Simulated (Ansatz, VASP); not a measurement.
**Two plane-wave programs on BaPtPbSe3**

```
Ba Pt Pb Se
1.0
     4.74457    0.00000    0.00000
     0.00000    4.74457    0.00000
     0.00000    0.00000    7.64366
Ba Pt Pb Se
1 1 1 3
Direct
  0.00000 0.00000 0.31087
  0.50000 0.50000 0.86267
  0.00000 0.00000 0.76633
  0.50000 0.00000 0.99470
  0.00000 0.50000 0.99470
  0.50000 0.50000 0.50440
```

Alike in both runs: functional PBE; k mesh 6 × 6 × 4; occupations gaussian, width 0.1 eV; no spin polarisation.

Ansatz relaxed the structure, and its values are those at the end. VASP's run is a single point on that final structure, the one shown.

```csv
,VASP,Ansatz
version,VASP 6.6.1,Ansatz 0.2.0
potentials or method,"VASP PAW PBE potentials, release 64 (Ba_sv, Pt, Pb_d, Se), cutoff 520 eV","scalar-relativistic, plane waves, PAW"
valence electrons in the cell,52,90
```

```tsv
	VASP	Ansatz	Ansatz less VASP
gap on the k mesh at the Fermi level (eV)	none	none	-
pressure (GPa)	0.2	0.0	-0.20
rms of the force components (eV/Å)	0.017	0.002	-0.0145
```

A gap of «none» marks a metal or a gap that the smearing closes. The functional is the same, so the differences come from potentials, cutoffs and numerics. VASP's potentials hold 52 valence electrons a cell and Ansatz's 90, so a difference there can come from the potentials and not from the codes.

Spin-orbit coupling is off throughout.
